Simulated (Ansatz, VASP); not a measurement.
Two plane-wave programs on SrHgN

```xyz
3
Lattice="4.3900 0.0000 0.0000 -2.1950 3.8019 0.0000 0.0000 0.0000 4.2859" Properties=species:S:1:pos:R:3 pbc="T T T"
Sr    0.0000    0.0000    0.0000
Hg    0.0000    2.5346    2.1430
N     2.1950    1.2673    2.1430
```

Change from the starting cell: species swapped into the TbCuSi type (P-6m2, No. 187).

Alike in both runs: task single point; functional PBE; k mesh 6 × 6 × 4; occupations gaussian, width 0.1 eV; no spin polarisation.

|  | VASP | Ansatz |
| --- | --- | --- |
| version | VASP 6.6.1 | Ansatz 0.2.0 |
| potentials or method | VASP PAW PBE potentials, release 64 (Sr_sv, Hg, N), cutoff 520 eV | scalar-relativistic, plane waves, PAW |
| valence electrons in the cell | 27 | 35 |

|  | VASP | Ansatz | Ansatz less VASP |
| --- | --- | --- | --- |
| gap on the k mesh at the Fermi level (eV) | none | none | - |
| pressure (GPa) | -4.7 | -4.9 | -0.20 |
| traceless stress, the component that is largest in VASP (GPa) | 1.24 | 1.33 | +0.090 |

A gap of «none» marks a metal or a gap that the smearing closes. With one functional, cell and mesh, what is left measures potentials, basis and numerics. VASP's potentials hold 27 valence electrons a cell and Ansatz's 35, so a difference there can come from the potentials and not from the codes.

The k mesh is coarse, so the values compare programs but aren't converged. Spin-orbit coupling is off throughout.
